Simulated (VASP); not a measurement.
As:

```
As
1.0
     2.71004   -0.01738   -0.01186
    -0.01738    2.72970    0.03326
    -0.01186    0.03326    2.67219
As
1
Direct
  0.48435 0.50553 0.49638
```

Base run:

```yaml
Program: VASP 6.6.1
Functional: LDA
Potentials_or_basis: VASP PAW LDA potentials, release 64 (As)
Cutoff: 520 eV
k_mesh: 7 × 7 × 7
Occupations: gaussian, width 0.05 eV
Spin: no spin polarisation
```

Its results: band gap on the k mesh zero (an odd number of electrons rules out a gap without spin polarisation); pressure -2.5 GPa.

Question: The run is repeated on the same cell with these changes: k mesh from 7 × 7 × 7 to 9 × 9 × 9. What comes out?

Answer: Band gap on the k mesh zero (an odd number of electrons rules out a gap without spin polarisation); pressure -3.2 GPa.

Caveats: the stress differs along the axes, from -6 to 1 GPa (at least some runs); the cell stands under tension (at least some runs).
